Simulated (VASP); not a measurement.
Set up this calculation in VASP 6.6.1, as the native input.

- Task: single point
- Functional: PBEsol
- Potentials or basis: VASP PAW PBE potentials, release 64 (Ag, Cl)
- Cutoff: 520 eV
- k mesh: 8 × 8 × 8
- Occupations: gaussian, width 0.05 eV
- Spin: no spin polarisation
- Dipole correction: no
- Further INCAR settings: ALGO = Normal; EDIFF = 1e-06; NBANDS = 16

The structure of AgCl lies in POSCAR:

```
AgCl
1.0
    0.0207986250      2.7731500000      2.7731500000
    2.7939486250      0.0000000000      2.7939486250
    2.7731500000      2.7731500000      0.0207986250
Ag Cl
1 1
Direct
    0.5000000000      0.5000000000      0.5000000000
    0.0000000000      0.0000000000      0.0000000000
```

This cell differs from its parent crystal: strain +0.0150 x Voigt [0, 0, 0, 0, 1, 0].

These files were run (other wordings do the same):

INCAR

```
  PREC = Accurate
  ENCUT = 520
  EDIFF = 1E-6
  ISMEAR = 0
  SIGMA = 0.05
  LREAL = F
  LASPH = T
  NELM = 80
  ALGO = Normal
  ISIF = 2
  LWAVE = F
  LCHARG = T
  GGA = PS
  LELF = T
  LVHAR = T
  NBANDS = 16
```

KPOINTS

```
Automatic mesh
0
Gamma
  8 8 8
```

Potentials or basis: VASP PAW PBE potentials, release 64 (Ag, Cl).

The run is started by

```sh
$ cat potpaw_PBE.64/Ag/POTCAR potpaw_PBE.64/Cl/POTCAR > POTCAR
$ mpirun -np 1 vasp_std > vasp.out
```

Results of the run:

```json
{
  "Pressure": "-2.7 GPa",
  "Band gap on the k mesh": "0.72 eV, indirect (least direct gap 3.03 eV)"
}
```

Caveat: the cell differs from its parent crystal (strain +0.0150 x Voigt [0, 0, 0, 0, 1, 0]); the PAW data sets were made with another functional, which shifts forces and pressure a little.

Run time: 24 s on 1 thread of Intel(R) Xeon(R) 6975P-C (Granite Rapids), on a shared host, peak memory 0.21 GiB.
